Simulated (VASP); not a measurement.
Runs of VASP 6.6.1 on NaI. The structure is that of space group Fm-3m (No. 225), or close to it. The cells are those of the table. 

```csv
task,cell,cutoff (eV),gap on the mesh (eV),pressure (GPa)
single point,"a = 4.573 Å, angles 60.0°, 2 atoms",520,(c),-0.1
single point,"a = 4.527 Å, angles 60.0°, 2 atoms",520,4.54,(d)
relaxation of cell and atoms,"relaxed from a = 4.577 Å, angles 60.0°, 2 atoms",600,4.48,0.0
single point,"a = 4.479 Å, angles 60.0°, 2 atoms",520,4.65,(b)
single point,"a = 4.662 Å, angles 60.0°, 2 atoms",520,4.28,(a)
single point,"a = 4.618 Å, angles 60.0°, 2 atoms",520,4.36,-0.6
```

Alike in all rows: level r2SCAN; potentials or basis VASP PAW PBE potentials, release 64 (Na_pv, I); no spin polarisation; k mesh 6 × 6 × 6; smearing gaussian 0.02 eV.

Question: Fill in the values left out.

Answer: (a) -1.0; (b) 1.1; (c) 4.45; (d) 0.4.

Caveats: the PAW data sets were made with another functional, which shifts forces and pressure a little; spin-orbit coupling is left out, which moves the levels of the heavy elements.

A k mesh can miss the band edges, and the runs leave out spin-orbit coupling on I.
